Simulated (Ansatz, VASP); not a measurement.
**In2O3 in VASP and in Ansatz**

INCAR

```
SYSTEM = In2O3
  PREC = Accurate
  ENCUT = 520
  EDIFF = 1E-6
  ISMEAR = -1
  SIGMA = 0.05
  LREAL = .False.
  LASPH = .True.
  NELM = 100
  ALGO = Normal
  ISIF = 2
  LWAVE = .False.
  LCHARG = .False.
  GGA = PE
  NBANDS = 55
```

The input KPOINTS:

```
Automatic mesh
0
Gamma
  8 8 8
  0 0 0
```

File POSCAR:

```
In2O3
1.0
    2.7435000000      1.5839604635      4.8366666667
   -2.7435000000      1.5839604635      4.8366666667
    0.0000000000     -3.1679209270      4.8366666667
In O
4 6
Direct
    0.8573100000      0.8573100000      0.8573100000
    0.6426900000      0.6426900000      0.6426900000
    0.1426900000      0.1426900000      0.1426900000
    0.3573100000      0.3573100000      0.3573100000
    0.0480000000      0.7500000000      0.4520000000
    0.7500000000      0.4520000000      0.0480000000
    0.4520000000      0.0480000000      0.7500000000
    0.9520000000      0.2500000000      0.5480000000
    0.2500000000      0.5480000000      0.9520000000
    0.5480000000      0.9520000000      0.2500000000
```

File input.yaml:

```yaml
crystal:
  lattice:
    - [2.7435, 1.5839604635, 4.8366666667]
    - [-2.7435, 1.5839604635, 4.8366666667]
    - [0.0, -3.167920927, 4.8366666667]
  atoms:
    - { symbol: In, position: [0.85731, 0.85731, 0.85731] }
    - { symbol: In, position: [0.64269, 0.64269, 0.64269] }
    - { symbol: In, position: [0.14269, 0.14269, 0.14269] }
    - { symbol: In, position: [0.35731, 0.35731, 0.35731] }
    - { symbol: O, position: [0.048, 0.75, 0.452] }
    - { symbol: O, position: [0.75, 0.452, 0.048] }
    - { symbol: O, position: [0.452, 0.048, 0.75] }
    - { symbol: O, position: [0.952, 0.25, 0.548] }
    - { symbol: O, position: [0.25, 0.548, 0.952] }
    - { symbol: O, position: [0.548, 0.952, 0.25] }
hamiltonian:
  xc: pbe
  pseudopotentials: { kind: paw }
kpoints:
  mp_grid: { grid: [8, 8, 8] }
scf:
  occupations: { method: fermi_dirac, width: 0.05 }
output:
  forces: true
  stress: true
  eigenvalues: true
```

Alike in both runs: task single point; functional PBE; k mesh 8 × 8 × 8; occupations fermi-dirac, width 0.05 eV; no spin polarisation.

|  | VASP | Ansatz |
| --- | --- | --- |
| version | VASP 6.6.1 | Ansatz 0.2.0 |
| potentials or method | VASP PAW PBE potentials, release 64 (In_d, O) | Ansatz PAW |
| plane-wave cutoff (eV) | 520 | 420 |
| valence electrons in the cell | 88 | 88 |

Ansatz gave:

* gap on the k mesh at the Fermi level (eV): 1.31
* least direct gap on the mesh (eV): 1.34
* pressure (GPa): 8.4
* traceless stress, the component that is largest in VASP (GPa): -0.94
* rms of the force components (eV/Å): 0.057

Problem. What did VASP give for the same quantities?

Solution. gap on the k mesh at the Fermi level (eV): 1.30; least direct gap on the mesh (eV): 1.34; pressure (GPa): 9.0; traceless stress, the component that is largest in VASP (GPa): -1.06; rms of the force components (eV/Å): 0.062.

Atom by atom the forces differ by 0.008 eV/Å (rms over components). The functional is the same, so the differences come from potentials, cutoffs and numerics.
